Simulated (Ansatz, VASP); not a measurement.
**Two plane-wave programs on RbBr**

Contents of INCAR:

```
SYSTEM = RbBr
PREC     = Accurate       ! precision mode
ENCUT    = 520            ! plane-wave cutoff, eV
EDIFF    = 1E-6           ! SCF threshold, eV
ISMEAR   = 0              ! smearing method
SIGMA    = 0.02           ! smearing width, eV
LREAL    = .FALSE.        ! projectors in reciprocal space
LASPH    = .TRUE.         ! aspherical terms in the spheres
NELM     = 80             ! most SCF steps
ALGO     = Normal         ! electronic algorithm
ISIF     = 2              ! what is computed and relaxed
LWAVE    = .FALSE.        ! write WAVECAR
LCHARG   = .FALSE.        ! write CHGCAR
GGA      = PE             ! functional
NBANDS   = 15             ! bands
```

File KPOINTS:

```
Automatic mesh
0
G
  6 6 6
  0 0 0
```

POSCAR

```
RbBr
1.0
    0.0000000000      3.5434208875      3.5434208875
    3.5434208875      0.0000000000      3.5434208875
    3.5434208875      3.5434208875      0.0000000000
Rb Br
1 1
Direct
    0.0000000000      0.0000000000      0.0000000000
    0.5000000000      0.5000000000      0.5000000000
```

Input for Ansatz:

```yaml
crystal:
  lattice:
    - [0.0, 3.5434208875, 3.5434208875]
    - [3.5434208875, 0.0, 3.5434208875]
    - [3.5434208875, 3.5434208875, 0.0]
  atoms:
    - { symbol: Rb, position: [0.0, 0.0, 0.0] }
    - { symbol: Br, position: [0.5, 0.5, 0.5] }
basis:
  ecutwfc: 420
kpoints:
  mp_grid: { grid: [6, 6, 6] }
hamiltonian:
  xc: pbe
scf:
  occupations: { method: gaussian, width: 0.02 }
output:
  forces: true
  stress: true
  eigenvalues: true
```

Alike in both runs: task single point; functional PBE; k mesh 6 × 6 × 6; occupations gaussian, width 0.02 eV; no spin polarisation.

```csv
,VASP,Ansatz
version,VASP 6.6.1,Ansatz 0.2.0
potentials or method,"VASP PAW PBE potentials, release 64 (Rb_sv, Br), cutoff 520 eV","scalar-relativistic, plane waves, PAW"
valence electrons in the cell,16,16
```

|  | VASP | Ansatz | Ansatz less VASP |
| --- | --- | --- | --- |
| gap on the k mesh at the Fermi level (eV) | 4.12 | 4.12 | +0.002 |
| least direct gap on the mesh (eV) | 4.12 | 4.12 | +0.002 |
| pressure (GPa) | -0.3 | -0.3 | -0.01 |

The functional is the same, so the differences come from potentials, cutoffs and numerics.
